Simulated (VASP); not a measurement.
# In2O (antifluorite type) (Fm-3m) in VASP: a series of runs, part 2 of 2

VASP 6.6.1.

**4. Single point, PBE**

This run uses another cell than the first one, of 21.09 Å³/atom.

Contents of INCAR:

```
  PREC = Accurate
  ENCUT = 520
  EDIFF = 1E-6
  ISMEAR = -1
  SIGMA = 0.06122561905347299
  LREAL = False
  LASPH = True
  NELM = 100
  ALGO = Normal
  ISIF = 2
  LWAVE = False
  LCHARG = True
  GGA = PE
  LELF = True
  LVHAR = True
  NBANDS = 23
```

Contents of KPOINTS:

```
regular mesh
0
Gamma
  29 29 29
```

Contents of POSCAR:

```
In2O
1.0
    0.0000000000      3.1625366918      3.1625366918
    3.1625366918      0.0000000000      3.1625366918
    3.1625366918      3.1625366918      0.0000000000
In O
2 1
Direct
    0.2500000000      0.2500000000      0.2500000000
    0.7500000000      0.7500000000      0.7500000000
    0.0000000000      0.0000000000      0.0000000000
```

Potentials or basis: VASP PAW PBE potentials, release 64 (In_d, O).

On the command line:

```
$ cat potpaw_PBE.64/In_d/POTCAR potpaw_PBE.64/O/POTCAR > POTCAR
$ mpirun -np 1 vasp_std > vasp.out
```

OUTCAR:

```text
PREC = Accurate
   ENCUT = 520
   EDIFF = 1E-6
   ISMEAR = -1
   LREAL = False
   LASPH = True
   NELM = 100
   ISIF = 2
   GGA = PE

 ion  position               nearest neighbor table
   1  0.250  0.250  0.250-   3 2.74   3 2.74   3 2.74   3 2.74   2 3.16   2 3.16   2 3.16   2 3.16
                             2 3.16   2 3.16
   2  0.750  0.750  0.750-   3 2.74   3 2.74   3 2.74   3 2.74   1 3.16   1 3.16   1 3.16   1 3.16
                             1 3.16   1 3.16
   3  0.000  0.000  0.000-   1 2.74   2 2.74   2 2.74   2 2.74   2 2.74   1 2.74   1 2.74   1 2.74

  LATTYP: Found a face centered cubic cell.
 ALAT       =     6.3250733836

  Lattice vectors:

 A1 = (   0.0000000000,   3.1625366918,   3.1625366918)
 A2 = (   3.1625366918,   0.0000000000,   3.1625366918)
 A3 = (   3.1625366918,   3.1625366918,   0.0000000000)

Analysis of symmetry for initial positions (statically):
=====================================================================
 Subroutine PRICEL returns:
 Original cell was already a primitive cell.

 Routine SETGRP: Setting up the symmetry group for a
 face centered cubic supercell.

 Subroutine GETGRP returns: Found 48 space group operations
 (whereof 48 operations were pure point group operations)
 out of a pool of 48 trial point group operations.

The static configuration has the point symmetry O_h .

Analysis of symmetry for dynamics (positions and initial velocities):
=====================================================================
 Subroutine PRICEL returns:
 Original cell was already a primitive cell.

 Routine SETGRP: Setting up the symmetry group for a
 face centered cubic supercell.

 Subroutine GETGRP returns: Found 48 space group operations
 (whereof 48 operations were pure point group operations)
 out of a pool of 48 trial point group operations.

The dynamic configuration has the point symmetry O_h .

 Subroutine INISYM returns: Found 48 space group operations
 (whereof 48 operations are pure point group operations),
 and found     1 'primitive' translations

----------------------------------------------------------------------------------------

                                     Primitive cell

  volume of cell :      63.2611

  direct lattice vectors                    reciprocal lattice vectors
     0.000000000  3.162536692  3.162536692    -0.158100932  0.158100932  0.158100932
     3.162536692  0.000000000  3.162536692     0.158100932 -0.158100932  0.158100932
     3.162536692  3.162536692  0.000000000     0.158100932  0.158100932 -0.158100932

  length of vectors
     4.472502281  4.472502281  4.472502281     0.273838848  0.273838848  0.273838848

  position of ions in fractional coordinates (direct lattice)
     0.250000000  0.250000000  0.250000000
     0.750000000  0.750000000  0.750000000
     0.000000000  0.000000000  0.000000000

  ion indices of the primitive-cell ions
   primitive index   ion index
                 1           1
                 2           2
                 3           3

----------------------------------------------------------------------------------------

 KPOINTS: regular mesh

Automatic generation of k-mesh.
 Grid dimensions read from file:
 generate k-points for:   29   29   29

 Generating k-lattice:

  Cartesian coordinates                     Fractional coordinates (reciprocal lattice)
    -0.005451756  0.005451756  0.005451756     0.034482759  0.000000000  0.000000000
     0.005451756 -0.005451756  0.005451756     0.000000000  0.034482759  0.000000000
     0.005451756  0.005451756 -0.005451756     0.000000000  0.000000000  0.034482759

  Length of vectors
     0.009442719  0.009442719  0.009442719

  Shift w.r.t. Gamma in fractional coordinates (k-lattice)
     0.000000000  0.000000000  0.000000000

 Subroutine IBZKPT returns following result:
 ===========================================

 Found    680 irreducible k-points:

 Following reciprocal coordinates:
            Coordinates               Weight
  0.000000  0.000000  0.000000      1.000000
  0.034483  0.000000  0.000000      8.000000
  0.068966  0.000000  0.000000      8.000000
  0.103448  0.000000  0.000000      8.000000
  0.137931  0.000000  0.000000      8.000000
  0.172414  0.000000  0.000000      8.000000
[... 16 lines left out ...]
  0.275862  0.034483  0.000000     24.000000
  0.310345  0.034483  0.000000     24.000000
 [... further k-points ...]
   k-points           NKPTS =    680   k-points in BZ     NKDIM =    680   number of bands    NBANDS=     23
   number of dos      NEDOS =    301   number of ions     NIONS =      3
   total plane-waves  NPLWV =  46656
   dimension x,y,z NGX =    36 NGY =   36 NGZ =   36
   dimension x,y,z NGXF=    72 NGYF=   72 NGZF=   72
   ions per type =               2   1
   NGX,Y,Z   is equivalent  to a cutoff of  13.38, 13.38, 13.38 a.u.
   NGXF,Y,Z  is equivalent  to a cutoff of  26.76, 26.76, 26.76 a.u.
 SYSTEM =  unknown system
   PREC   = accura    normal or accurate (medium, high low for compatibility)
   ISTART =      0    job   : 0-new  1-cont  2-samecut
   ICHARG =      2    charge: 1-file 2-atom 10-const
   ISPIN  =      1    spin polarized calculation?
   LNONCOLLINEAR =      F non collinear calculations
   LSORBIT =      F    spin-orbit coupling
   LASPH  =      T    aspherical Exc in radial PAW
   ENCUT  =  520.0 eV  38.22 Ry    6.18 a.u.   8.32  8.32  8.32*2*pi/ulx,y,z
   NELM   =    100;   NELMIN=  2; NELMDL= -5     # of ELM steps
   EDIFF  = 0.1E-05   stopping-criterion for ELM
   LREAL  =      F    real-space projection
   EDIFFG = 0.1E-04   stopping-criterion for IOM
   NSW    =      0    number of steps for IOM
   IBRION =     -1    ionic relax: 0-MD 1-quasi-New 2-CG
   NFREE  =      0    steps in history (QN), initial steepest desc. (CG)
   ISIF   =      2    stress and relaxation
   ISYM   =      2    0-nonsym 1-usesym 2-fastsym
   POTIM  = 0.5000    time-step for ionic-motion
   TEBEG  =    0.0;   TEEND  =   0.0 temperature during run
   PSTRESS=    0.0 pullay stress
   NELECT =      32.0000    total number of electrons
   NUPDOWN=      -1.0000    fix difference up-down
   EMIN   =  10.00;   EMAX   =-10.00  energy-range for DOS
   EFERMI =   0.00;   METHOD = LEGACY
   ISMEAR =    -1;   SIGMA  =   0.06  broadening in eV -4-tet -1-fermi 0-gaus
   EFERMI_NEDOS =   21; number of points for ismear=-14 and -15
   IALGO  =     38    algorithm
   IMIX   =      4    mixing-type and parameters
     AMIX     =   0.40;   BMIX     =  1.00
     AMIX_MAG =   1.60;   BMIX_MAG =  1.00
  volume/ion in A,a.u.               =      21.09       142.30
  Fermi-wavevector in a.u.,A,eV,Ry     =   1.304405  2.464969 23.149951  1.701473
  Thomas-Fermi vector in A             =   2.435343
   LORBIT       =      0    0 simple, 1 ext, 2 COOP (PROOUT), +10 PAW based schemes
   GGA     = PE    functional components
   LHFCALC =     F    Hartree Fock is set to
   AEXX    =    0.0000 exact exchange contribution
   IVDW    =     0    specifies the selected vdW correction
   LEPSILON=     F    determine dielectric tensor
   LRPA    =     F    only Hartree local field effects (RPA)
 non-spin polarized calculation
  energy-cutoff  :      520.00
  volume of cell :       63.26
 maximum number of plane-waves:      1727
 NGX is ok and might be reduce to    36
   NGX = 17   NGY = 17   NGZ = 17

 number of electron      32.0000012 magnetization

 Free energy of the ion-electron system (eV)
  ---------------------------------------------------
  ext. energy  EPLUGINS =         0.00000000
  ---------------------------------------------------
  free energy    TOTEN  =       -10.59303788 eV

  energy without entropy =      -10.57765704  energy(sigma->0) =      -10.58534746

 E-fermi :   6.1957     XC(G=0): -10.0244

 val. band max:        6.1917102322   @ k =  -0.4138   0.4828   0.0690
 cond. band min:       6.1974341056   @ k =  -0.4483   0.4138   0.0000
 fundamental gap:      0.0057238734
 Fermi energy:         6.1956645020

 k-point     1 :       0.0000    0.0000    0.0000
  band No.  band energies     occupation
      1     -10.9548      2.00000
      2      -8.4900      2.00000
      3      -8.4900      2.00000
      4      -8.2969      2.00000
      5      -8.2969      2.00000
      6      -8.2969      2.00000
[... 15 lines left out ...]
     22      12.9991      0.00000
     23      15.2319      0.00000
[... 575 lines left out ...]
      1     -10.9263      2.00000
      2      -8.3720      2.00000
      3      -8.3381      2.00000
      4      -8.2175      2.00000
      5      -8.2049      2.00000
      6      -8.1460      2.00000
[... 15 lines left out ...]
     22      13.0323      0.00000
     23      16.3307      0.00000

 [... further k-points ...]
[... 5 lines left out ...]
  --------------------------------------------------------------------------------------
  -------------------------------------------------------------------------------------
  Total        0.7725599      0.7725599      0.7725599      0.0000000      0.0000000     -0.0000000
  in kB       19.5661782     19.5661782     19.5661782      0.0000000      0.0000000     -0.0000000
  external PRESSURE =      19.5661782 kB  Pullay stress =       0.0000000 kB

 VOLUME and BASIS-vectors are now :
 -----------------------------------------------------------------------------
  energy-cutoff  :      520.00
  volume of cell :       63.26
      direct lattice vectors                 reciprocal lattice vectors
     0.000000000  3.162536692  3.162536692    -0.158100932  0.158100932  0.158100932
     3.162536692  0.000000000  3.162536692     0.158100932 -0.158100932  0.158100932
     3.162536692  3.162536692  0.000000000     0.158100932  0.158100932 -0.158100932

 POSITION                                       TOTAL-FORCE (eV/Angst)
 -----------------------------------------------------------------------------------
      1.58127      1.58127      1.58127         0.000000      0.000000     -0.000000
      4.74381      4.74381      4.74381        -0.000000     -0.000000      0.000000
      0.00000      0.00000      0.00000        -0.000000     -0.000000     -0.000000
 -----------------------------------------------------------------------------------
    total drift:                                0.000000      0.000000      0.000000

  FREE ENERGIE OF THE ION-ELECTRON SYSTEM (eV)
  ---------------------------------------------------
  free  energy   TOTEN  =       -10.5930378813 eV

  energy  without entropy=      -10.5776570385  energy(sigma->0) =      -10.58534746
```

stdout:

```text
POSCAR found type information on POSCAR InO
 POSCAR found :  2 types and       3 ions
 scaLAPACK will be used
 LDA part: xc-table for (Slater+PW92), standard interpolation
 POSCAR, INCAR and KPOINTS ok, starting setup
 FFT: planning ... GRIDC
 FFT: planning ... GRID_SOFT
 FFT: planning ... GRID
 WAVECAR not read
 entering main loop
```

Wall time 29 min (1 thread of Oxide Virtual Turin-like, shared host); peak memory 0.83 GiB.

What came out:

```yaml
Free_energy: -10.5930 eV
Pressure: 2.0 GPa
Band_gap_on_the_k_mesh: zero (bands 16 and 17 overlap by 2.06 eV)
```

Caveat: spin-orbit coupling is left out, which moves the levels of the heavy elements.

**5. The runs side by side**

```tsv
cell	k mesh	gap on the mesh (eV)	pressure (GPa)
a = 4.623 Å, angles 60.0°, 3 atoms	10 × 10 × 10	none	-2.3
a = 4.503 Å, angles 60.0°, 3 atoms	29 × 29 × 29	none	0.9
a = 4.473 Å, angles 60.0°, 3 atoms	29 × 29 × 29	none	2.0
```

Alike in all rows: task single point; level PBE; potentials or basis VASP PAW PBE potentials, release 64 (In_d, O); no spin polarisation; cutoff (eV) 520; smearing fermi-dirac 0.0612256 eV.

Caveats: spin-orbit coupling is left out, which moves the levels of the heavy elements.

Total energies depend on the potentials used, so only differences within one code and one set of settings carry meaning.
